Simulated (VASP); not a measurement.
# C (a cell with a defect) in VASP: a series of runs

C (a cell with a defect) is run at these levels: PBE; tasks: single point.

All numbers are computed with VASP 6.6.1; they aren't measurements. Logs are shortened: lines on timing, memory, paths and dates and some standing lists are left out, and cuts for length are marked.

## Step 1: The cell of the first run

The cell holds a defect, 29 atoms: a = 6.526 Å, b = 6.526 Å, c = 9.367 Å, α = 69.61°, β = 69.61°, γ = 60.00°.

## Step 2: Single point, PBE

Contents of INCAR:

```
SYSTEM = C
  PREC = Accurate
  ENCUT = 520
  EDIFF = 1E-6
  ISMEAR = 0
  SIGMA = 0.1
  LREAL = Auto
  LASPH = .True.
  NELM = 100
  ALGO = Normal
  ISIF = 2
  LWAVE = .False.
  LCHARG = .False.
  GGA = PE
  NBANDS = 78
```

Contents of KPOINTS:

```
regular mesh
0
Gamma
  4 4 4
  0 0 0
```

Contents of POSCAR:

```
C
1.0
    6.1662906811     -2.1360657508      0.0000000000
    1.2332581362     -6.4081972523      0.0000000000
    2.4665162724     -2.8480876677     -8.5756693636
C
29
Direct
    0.2485446697      0.7348492105      0.2636518392
    0.1054829839      0.4487235755      0.2643514930
   -0.0373931514      0.1631113325      0.2647262743
    0.8199255181      0.8777277730      0.2636268849
    0.6770183743      0.5920254067      0.2637694976
    0.5342139771      0.3061804315      0.2637472253
    0.3906324966      0.0199443990      0.2657111537
    0.5814594600      0.0678512232      0.2644681020
    0.4387221026      0.7823586066      0.2644239072
    0.2961427108      0.4967031377      0.2636393620
    0.1526153241      0.2102416417      0.2658962121
    0.0104797759      0.9253872879      0.2635548205
    0.8676342030      0.6394812256      0.2637241368
    0.7247679161      0.3538556380      0.2636710797
    0.2820558942      0.6560941247      0.7104136997
    0.1391884089      0.3635213594      0.7070385696
    1.0030797090      0.0825482367      0.7014434378
    0.8583291010      0.7924358181      0.7055985654
    0.7161456290      0.5071786899      0.7046888988
    0.5708009715      0.2058392806      0.7359450012
    0.4309087642      0.9338520179      0.7075370729
    0.6220283476      0.9754316836      0.7104373713
    0.4752089791      0.6995987276      0.7074619768
    0.3163054720      0.4086119765      0.7360066873
    0.1918437684      0.1281003226      0.7047335600
    1.0489152484      0.8422902965      0.7057457259
    0.9070141151      0.5548722399      0.7015982945
    0.7672758995      0.2702588964      0.7069034198
    0.3924265281      0.2559315685      0.8902184397
```

Potentials or basis: VASP PAW PBE potentials, release 64 (C).

Command:

```console
$ cat potpaw_PBE.64/C/POTCAR > POTCAR
$ mpirun -np 1 vasp_std > vasp.out
```

OUTCAR:

```text
SYSTEM = C
   PREC = Accurate
   ENCUT = 520
   EDIFF = 1E-6
   ISMEAR = 0
   LREAL = Auto
   LASPH = .True.
   NELM = 100
   ISIF = 2
   GGA = PE

 ion  position               nearest neighbor table
   1  0.249  0.735  0.264-  12 1.42   9 1.42  10 1.42
   2  0.105  0.449  0.264-  11 1.42  13 1.42  10 1.42
   3  0.963  0.163  0.265-  11 1.42  14 1.42  12 1.42
   4  0.820  0.878  0.264-   8 1.42  12 1.42  13 1.42
   5  0.677  0.592  0.264-  13 1.42   9 1.42  14 1.42
   6  0.534  0.306  0.264-  10 1.42   8 1.42  14 1.42
[... 11 lines left out ...]
  18  0.858  0.792  0.706-  22 1.40  27 1.43  26 1.43
  19  0.716  0.507  0.705-  28 1.40  27 1.42  23 1.44
  20  0.571  0.206  0.736-  28 1.45  22 1.46  24 1.52  29 1.53
  21  0.431  0.934  0.708-  23 1.41  22 1.41  25 1.44
  22  0.622  0.975  0.710-  18 1.40  21 1.41  20 1.46
  23  0.475  0.700  0.707-  21 1.41  15 1.41  19 1.44
  24  0.316  0.409  0.736-  16 1.45  15 1.46  20 1.52  29 1.53
  25  0.192  0.128  0.705-  16 1.40  17 1.42  21 1.44
  26  0.049  0.842  0.706-  15 1.40  17 1.43  18 1.43
  27  0.907  0.555  0.702-  16 1.41  19 1.42  18 1.43
  28  0.767  0.270  0.707-  19 1.40  17 1.41  20 1.45
  29  0.392  0.256  0.890-  20 1.53  24 1.53

  LATTYP: Found a trigonal (rhomboedric) cell.
 ALAT       =     9.3668250181
 COS(alpha) =     0.7573103810

  Lattice vectors:

 A1 = (  -3.6997744087,  -0.7120219169,  -8.5756693636)
 A2 = (   1.2332581362,   3.5601095846,  -8.5756693636)
 A3 = (   2.4665162724,  -2.8480876677,  -8.5756693636)

Analysis of symmetry for initial positions (statically):
=====================================================================
 Subroutine PRICEL returns:
 Original cell was already a primitive cell.

 Routine SETGRP: Setting up the symmetry group for a
 trigonal (rhombohedral) supercell.

 Subroutine GETGRP returns: Found  1 space group operations
 (whereof  1 operations were pure point group operations)
 out of a pool of 12 trial point group operations.

The static configuration has the point symmetry C_1 .

Analysis of symmetry for dynamics (positions and initial velocities):
=====================================================================
 Subroutine PRICEL returns:
 Original cell was already a primitive cell.

 Routine SETGRP: Setting up the symmetry group for a
 trigonal (rhombohedral) supercell.

 Subroutine GETGRP returns: Found  1 space group operations
 (whereof  1 operations were pure point group operations)
 out of a pool of 12 trial point group operations.

The dynamic configuration has the point symmetry C_1 .

 Subroutine INISYM returns: Found  1 space group operations
 (whereof  1 operations are pure point group operations),
 and found     1 'primitive' translations

----------------------------------------------------------------------------------------

                                     Primitive cell

  volume of cell :     316.2749

  direct lattice vectors                    reciprocal lattice vectors
     6.166290681 -2.136065751  0.000000000     0.173755768  0.033439313  0.038869658
     1.233258136 -6.408197252  0.000000000    -0.057918589 -0.167196565  0.038869658
     2.466516272 -2.848087668 -8.575669364     0.000000000  0.000000000 -0.116608973

  length of vectors
     6.525788662  6.525788662  9.366825018     0.181163199  0.181163199  0.116608973

  position of ions in fractional coordinates (direct lattice)
     0.248544670  0.734849211  0.263651839
     0.105482984  0.448723575  0.264351493
     0.962606849  0.163111333  0.264726274
     0.819925518  0.877727773  0.263626885
     0.677018374  0.592025407  0.263769498
     0.534213977  0.306180432  0.263747225
[... 21 lines left out ...]
     0.767275899  0.270258896  0.706903420
     0.392426528  0.255931569  0.890218440

  ion indices of the primitive-cell ions
   primitive index   ion index
                 1           1
                 2           2
                 3           3
                 4           4
                 5           5
                 6           6
[... 21 lines left out ...]
[... 47 lines left out ...]
  energy-cutoff  :      520.00
  volume of cell :      316.27
 maximum number of plane-waves:      8542
 NGX is ok and might be reduce to    50
   NGX = 25   NGY = 25   NGZ = 35

 number of electron     116.0000001 magnetization

 Free energy of the ion-electron system (eV)
  ---------------------------------------------------
  ext. energy  EPLUGINS =         0.00000000
  ---------------------------------------------------
  free energy    TOTEN  =      -261.17733134 eV

  energy without entropy =     -261.16500555  energy(sigma->0) =     -261.17116844

 E-fermi :   2.4913     XC(G=0):  -8.9110

 val. band max:        2.4520452982   @ k =   0.5000   0.2500   0.0000
 cond. band min:       2.6906135107   @ k =  -0.2500   0.5000   0.5000
 fundamental gap:      0.2385682125
 Fermi energy:         2.4912751575

 k-point     1 :       0.0000    0.0000    0.0000
  band No.  band energies     occupation
      1     -17.3254      2.00000
      2     -16.3548      2.00000
      3     -15.1150      2.00000
      4     -13.7372      2.00000
      5     -13.7069      2.00000
      6     -13.6398      2.00000
[... 62 lines left out ...]
     69       7.1617      0.00000
     70       7.1676      0.00000

 k-point     2 :       0.2500    0.0000    0.0000
  band No.  band energies     occupation
      1     -17.1554      2.00000
      2     -16.1444      2.00000
      3     -15.5624      2.00000
      4     -14.6405      2.00000
      5     -14.4763      2.00000
      6     -14.2402      2.00000
[... 62 lines left out ...]
     69       8.1863      0.00000
     70       8.3494      0.00000

 k-point     3 :      -0.0000    0.2500    0.0000
  band No.  band energies     occupation
      1     -17.1578      2.00000
      2     -16.1444      2.00000
      3     -15.5443      2.00000
      4     -14.6892      2.00000
      5     -14.4765      2.00000
      6     -14.1841      2.00000
[... 1522 lines left out ...]
     69       7.1615      0.00000
     70       7.1701      0.00000

 k-point    24 :       0.5000    0.0000    0.2500
  band No.  band energies     occupation
      1     -16.8622      2.00000
      2     -16.1010      2.00000
      3     -15.5210      2.00000
      4     -15.5088      2.00000
      5     -14.9131      2.00000
      6     -14.4411      2.00000
[... 62 lines left out ...]
     69       8.3237      0.00000
     70       8.4138      0.00000

 [... further k-points ...]

 [bands above 70 left out]

------------------------ aborting loop because EDIFF is reached ----------------------------------------

  FORCE on cell =-STRESS in cart. coord.  units (eV):
  Direction    XX          YY          ZZ          XY          YZ          ZX
  --------------------------------------------------------------------------------------
  -------------------------------------------------------------------------------------
  Total        5.8750288      5.9158382      1.1322923     -0.8587047     -0.0148319      0.0094570
  in kB       29.7615754     29.9683063      5.7359385     -4.3500049     -0.0751350      0.0479073
  external PRESSURE =      21.8219401 kB  Pullay stress =       0.0000000 kB

 VOLUME and BASIS-vectors are now :
 -----------------------------------------------------------------------------
  energy-cutoff  :      520.00
  volume of cell :      316.27
      direct lattice vectors                 reciprocal lattice vectors
     6.166290681 -2.136065751  0.000000000     0.173755768  0.033439313  0.038869658
     1.233258136 -6.408197252  0.000000000    -0.057918589 -0.167196565  0.038869658
     2.466516272 -2.848087668 -8.575669364     0.000000000  0.000000000 -0.116608973

 POSITION                                       TOTAL-FORCE (eV/Angst)
 -----------------------------------------------------------------------------------
      3.08916     -5.99087     -2.26099        -0.001239     -0.003429      0.009437
      1.85586     -3.85372     -2.26699        -0.001916     -0.002174     -0.019895
      6.78982     -3.85540     -2.27021        -0.002271      0.003317      0.019896
      6.78860     -8.12690     -2.26078         0.000313      0.005537      0.011980
      5.55540     -5.99121     -2.26200         0.002331     -0.007197      0.006732
      4.32226     -3.85436     -2.26181         0.003831      0.002825      0.005578
[... 21 lines left out ...]
      6.80813     -5.38415     -6.06217        -0.013772      0.004238      0.011582
      4.93118     -5.01373     -7.63422        -0.002790     -0.006287     -0.094022
 -----------------------------------------------------------------------------------
    total drift:                                0.025620      0.009983      0.013484

  FREE ENERGIE OF THE ION-ELECTRON SYSTEM (eV)
  ---------------------------------------------------
  free  energy   TOTEN  =      -261.1773313436 eV

  energy  without entropy=     -261.1650055462  energy(sigma->0) =     -261.17116844
```

It took 19 min on 1 thread of Oxide Virtual Turin-like, shared host; peak memory 0.69 GiB.

Results:

```
Free energy            : -261.1773 eV
Pressure               : 2.2 GPa
Largest force          : 0.094 eV/Å
Band gap on the k mesh : zero (bands 58 and 59 overlap by 0.04 eV)
```

Forces in eV/Å, atoms in the order of the input:
```
C   -0.001 -0.003  0.009
C   -0.002 -0.002 -0.020
C   -0.002  0.003  0.020
C    0.000  0.006  0.012
C    0.002 -0.007  0.007
C    0.004  0.003  0.006
C   -0.009  0.004  0.004
C    0.002 -0.004 -0.009
C   -0.001  0.000 -0.006
C    0.003 -0.005  0.002
C    0.006  0.001  0.023
C   -0.001  0.003 -0.027
C    0.002 -0.006  0.001
C   -0.007  0.005 -0.019
C    0.012  0.001 -0.006
C    0.008  0.000  0.009
C   -0.006  0.000 -0.013
C    0.013  0.002 -0.009
C   -0.007  0.003  0.001
C    0.035  0.012  0.032
C   -0.011  0.002  0.010
C    0.001 -0.009 -0.003
C   -0.005  0.014  0.002
C   -0.022 -0.023  0.029
C    0.007  0.007  0.004
C    0.000  0.006  0.021
C   -0.005 -0.011  0.001
C   -0.014  0.004  0.012
C   -0.003 -0.006 -0.094
```

Levels at points of the mesh, in eV from the Fermi level:
| k point | band 54 | band 55 | band 56 | band 57 | band 58 | band 59 | band 60 | band 61 | band 62 | band 63 |
| --- | --- | --- | --- | --- | --- | --- | --- | --- | --- | --- |
| (0.00, 0.00, 0.00) | -2.79 | -2.38 | -2.37 | -1.75 | -0.56 | 0.52 | 2.66 | 4.13 | 4.14 | 4.16 |
| (0.50, 0.00, 0.00) | -1.69 | -1.41 | -0.94 | -0.90 | -0.04 | 0.69 | 0.79 | 1.87 | 2.13 | 2.15 |
| (0.00, 0.50, 0.00) | -1.55 | -1.41 | -0.95 | -0.90 | -0.70 | 0.55 | 1.42 | 1.70 | 2.12 | 2.13 |
| (0.50, 0.50, 0.50) | -1.71 | -1.31 | -0.94 | -0.90 | -0.59 | -0.08 | 1.34 | 2.12 | 2.13 | 2.36 |
| (0.50, 0.50, 0.00) | -1.70 | -1.32 | -0.94 | -0.90 | -0.60 | -0.08 | 1.33 | 2.12 | 2.14 | 2.32 |
| (0.00, 0.50, 0.50) | -1.54 | -1.43 | -0.95 | -0.88 | -0.70 | 0.53 | 1.42 | 1.68 | 2.14 | 2.15 |
| (0.50, 0.00, 0.50) | -1.64 | -1.40 | -0.95 | -0.90 | -0.04 | 0.71 | 0.79 | 1.84 | 2.14 | 2.15 |
| (0.00, 0.00, 0.50) | -2.78 | -2.38 | -2.37 | -1.79 | -0.58 | 0.51 | 2.64 | 4.15 | 4.17 | 4.19 |

(Continued in part 2 of 2.)
